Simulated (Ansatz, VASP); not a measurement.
## Two plane-wave programs on HfO2

```
Hf O
1.0
     0.00000    2.59342    2.52918
     2.59342    0.00000    2.52918
     2.59342    2.59342    0.00000
Hf O
1 2
Direct
  0.00000 0.00000 0.00000
  0.25000 0.25000 0.25000
  0.75000 0.75000 0.75000
```

Change from the starting cell: biaxial_xy strain +2.5%.

Alike in both runs: task single point; functional PBE; k mesh 8 × 8 × 8; occupations fermi-dirac, width 0.02 eV; no spin polarisation.

|  | VASP | Ansatz |
| --- | --- | --- |
| version | VASP 6.6.1 | Ansatz 0.2.0 |
| potentials or method | VASP PAW PBE potentials, release 64 (Hf_pv, O) | plane waves, PAW |
| plane-wave cutoff (eV) | 520 | 420 |
| valence electrons in the cell | 22 | 38 |

|  | VASP | Ansatz | Ansatz less VASP |
| --- | --- | --- | --- |
| gap on the k mesh at the Fermi level (eV) | 3.47 | 3.48 | +0.014 |
| pressure (GPa) | -9.6 | -6.2 | +3.38 |
| traceless stress, the component that is largest in VASP (GPa) | 7.38 | 7.26 | -0.126 |

The functional is the same, so the differences come from potentials, cutoffs and numerics. VASP's potentials hold 22 valence electrons a cell and Ansatz's 38, so a difference there can come from the potentials and not from the codes.

Neither program's run includes spin-orbit coupling.
